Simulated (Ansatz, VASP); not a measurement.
# FePt: VASP beside Ansatz

File INCAR:

```
PREC = Accurate
ENCUT = 520
EDIFF = 1E-7
ISMEAR = -1
SIGMA = 0.1
LREAL = F
LASPH = T
NELM = 150
ALGO = Normal
ISIF = 2
LWAVE = F
LCHARG = T
ISPIN = 2
MAGMOM = 3.5 0
LORBIT = 11
LMAXMIX = 4
GGA = PS
LELF = T
LVHAR = T
NBANDS = 20
```

KPOINTS

```
regular mesh
0
Gamma
  8 8 6
```

File POSCAR:

```
FePt
1.0
    2.6679027671      0.0000000000      0.0000000000
    0.0000000000      2.6679027671      0.0000000000
    0.0000000000      0.0000000000      3.6440603244
Fe Pt
1 1
Direct
    0.0000000000      0.0000000000      0.0000000000
    0.5000000000      0.5000000000      0.5000000000
```

Input for Ansatz:

```yaml
crystal:
  lattice:
    - [2.6679027670868316, 0.0, 0.0]
    - [0.0, 2.6679027670868316, 0.0]
    - [0.0, 0.0, 3.644060324421889]
  atoms:
    - { symbol: Fe, position: [0.0, 0.0, 0.0], spin: 3.5 }
    - { symbol: Pt, position: [0.5, 0.5, 0.5] }
kpoints:
  mp_grid:
    grid: [8, 8, 6]
hamiltonian:
  xc: pbesol
  pseudopotentials:
    kind: all_electron
    lapw: {}
magnetization:
  spin_polarized: true
scf:
  convergence:
    dr2_threshold: 1.0e-07
  occupations:
    method: fermi_dirac
```

Alike in both runs: task single point; functional PBEsol; k mesh 8 × 8 × 6; collinear spin.

```csv
,VASP,Ansatz
version,VASP 6.6.1,Ansatz 0.2.0
potentials or method,"VASP PAW PBE potentials, release 64 (Fe, Pt), cutoff 520 eV",all-electron (LAPW or listed datasets)
occupations,"fermi-dirac, width 0.1 eV",fermi-dirac
```

Ansatz gave:

- net moment per atom (μB): 1.61
- size of the moment on the site where the two differ most (μB): 2.87

**Question.** What did VASP give for the same quantities?

**Answer.** net moment per atom (μB): 1.61; size of the moment on the site where the two differ most (μB): 2.82.

VASP's potentials were made for PBE, not for PBEsol. Site moments also hang on the region over which each program counts them. Ansatz ran all-electron here, and VASP with PAW potentials.

Spin-orbit coupling is off throughout.
